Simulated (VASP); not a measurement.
Wanted: the native input for a VASP 6.6.1 run.

```
Task                   : single point
Functional             : r2SCAN
Potentials or basis    : VASP PAW PBE potentials, release 64 (W_sv, S)
Cutoff                 : 520 eV
k mesh                 : 12 × 12 × 12
Occupations            : gaussian, width 0.05 eV
Spin                   : no spin polarisation
Dipole correction      : no
Further INCAR settings : ALGO = Normal; EDIFF = 1e-06; NBANDS = 20
```

WS2:

```
W S
1.0
     1.53163    0.88429    5.97843
    -1.53163    0.88429    5.97843
     0.00000   -1.76857    5.97843
W S
1 2
Direct
  0.00000 0.00000 0.00000
  0.75030 0.75030 0.75030
  0.58100 0.58100 0.58100
```

This cell differs from its parent crystal: strain -0.030 along x and y, -0.030 along z.

These files were run (other wordings do the same):

POSCAR

```
WS2
1.0
    1.5316303727      0.8842872080      5.9784301000
   -1.5316303727      0.8842872080      5.9784301000
    0.0000000000     -1.7685744160      5.9784301000
W S
1 2
Direct
    0.0000000000      0.0000000000      0.0000000000
    0.7503000000      0.7503000000      0.7503000000
    0.5810000000      0.5810000000      0.5810000000
```

INCAR.step1

```
ALGO = Normal ; EDIFF = 1E-4
ENCUT = 520 ; GGA = PE
ISMEAR = 0 ; LASPH = True
LCHARG = False ; LREAL = False
LWAVE = True ; NBANDS = 20
NELM = 60 ; PREC = Accurate
SIGMA = 0.05
```

INCAR.step2

```
ALGO = Normal ; EDIFF = 1E-6
ENCUT = 520 ; ISIF = 2
ISMEAR = 0 ; ISTART = 1
LASPH = True ; LCHARG = False
LMIXTAU = True ; LREAL = False
LWAVE = False ; METAGGA = R2SCAN
NBANDS = 20 ; NELM = 60
PREC = Accurate ; SIGMA = 0.05
```

KPOINTS

```
k-points
0
Gamma
  12 12 12
```

Potentials or basis: VASP PAW PBE potentials, release 64 (W_sv, S).

Run with:

```bash
$ cat potpaw_PBE.64/W_sv/POTCAR potpaw_PBE.64/S/POTCAR > POTCAR
$ cp INCAR.step1 INCAR
$ mpirun -np 1 vasp_std > vasp.out
$ cp INCAR.step2 INCAR
$ mpirun -np 1 vasp_std > vasp.out
```

Results of the run:

The pressure is 22.6 GPa. The largest force is 2.218 eV/Å and the band gap on the k mesh is 1.06 eV (least direct gap 2.27 eV).

Caveat: the cell differs from its parent crystal (strain -0.030 along x and y, -0.030 along z); the cell stands under pressure; the PAW data sets were made with another functional, which shifts forces and pressure a little; spin-orbit coupling is left out, which moves the levels of the heavy elements.

It took 13 min on 1 thread of Intel(R) Xeon(R) 6975P-C (Granite Rapids), with other jobs on the host, peak memory 0.46 GiB.
